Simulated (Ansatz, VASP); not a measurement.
## InP in VASP and in Ansatz

The input POSCAR:

```
InP
1.0
    0.0000000000      3.0719391402      2.8179947339
    3.0719391402      0.0000000000      2.8179947339
    3.0719391402      3.0719391402      0.0000000000
In P
1 1
Direct
    0.0000000000      0.0000000000      0.0000000000
    0.2500000000      0.2500000000      0.2500000000
```

The input INCAR.step1:

```
ALGO = Normal
EDIFF = 1E-4
ENCUT = 520
GGA = PE
GGA_COMPAT = False
ISMEAR = -1
LASPH = True
LCHARG = False
LREAL = False
LSORBIT = True
LWAVE = True
MAGMOM = 0 0 0 0 0 0
NBANDS = 30
NELM = 150
PREC = Accurate
SIGMA = 0.02
```

The input INCAR.step2:

```
ALGO = Normal
EDIFF = 1E-7
ENCUT = 520
GGA_COMPAT = False
ISIF = 2
ISMEAR = -1
ISTART = 1
LASPH = True
LCHARG = True
LMIXTAU = True
LORBIT = 11
LORBMOM = True
LREAL = False
LSORBIT = True
LVHAR = True
LWAVE = False
MAGMOM = 0 0 0 0 0 0
METAGGA = R2SCAN
NBANDS = 30
NELM = 150
PREC = Accurate
SIGMA = 0.02
```

File KPOINTS:

```
k-points
0
Gamma
  8 8 8
```

Input for Ansatz:

```yaml
crystal:
  lattice:
    - [0.0, 3.0719391402, 2.8179947339]
    - [3.0719391402, 0.0, 2.8179947339]
    - [3.0719391402, 3.0719391402, 0.0]
  atoms:
    - { symbol: In, position: [0.0, 0.0, 0.0] }
    - { symbol: P, position: [0.25, 0.25, 0.25] }
kpoints:
  mp_grid: { grid: [8, 8, 8] }
  band_path:
    path:
      - [0.0, 0.0, 0.0]
      - [-0.5, -0.5, 0.0]
      - [-0.375, -0.375, 0.25]
      - [-0.375, 0.0, 0.375]
      - [0.0, 0.0, 0.5]
      - [-0.5, -0.25, 0.25]
    npoints: 1
hamiltonian:
  xc: r2scan
scf:
  occupations: { method: fermi_dirac, width: 0.02 }
  n_extra_bands: 8
magnetization:
  noncollinear: true
  spin_orbit: true
output:
  forces: true
  stress: true
  eigenvalues: true
```

Change from the starting cell: epitaxial_xy strain +4.0%.

Alike in both runs: task single point; functional r2SCAN; k mesh 8 × 8 × 8; occupations fermi-dirac, width 0.02 eV; non-collinear spin, spin-orbit coupling.

|  | VASP | Ansatz |
| --- | --- | --- |
| version | VASP 6.6.1 | Ansatz 0.2.0 |
| potentials or method | VASP PAW PBE potentials, release 64 (In_d, P) | plane waves, PAW |
| plane-wave cutoff (eV) | 520 | 500 |
| valence electrons in the cell | 18 | 18 |

|  | VASP | Ansatz | Ansatz less VASP |
| --- | --- | --- | --- |
| pressure (GPa) | -2.3 | -2.2 | +0.07 |
| traceless stress, the component that is largest in VASP (GPa) | 2.23 | 2.22 | -0.013 |
| net moment per atom (μB) | 0.00 | 0.00 | 0.000 |

VASP's potentials were made for PBE, not for r2SCAN. The functional is the same, so the differences come from potentials, cutoffs and numerics.
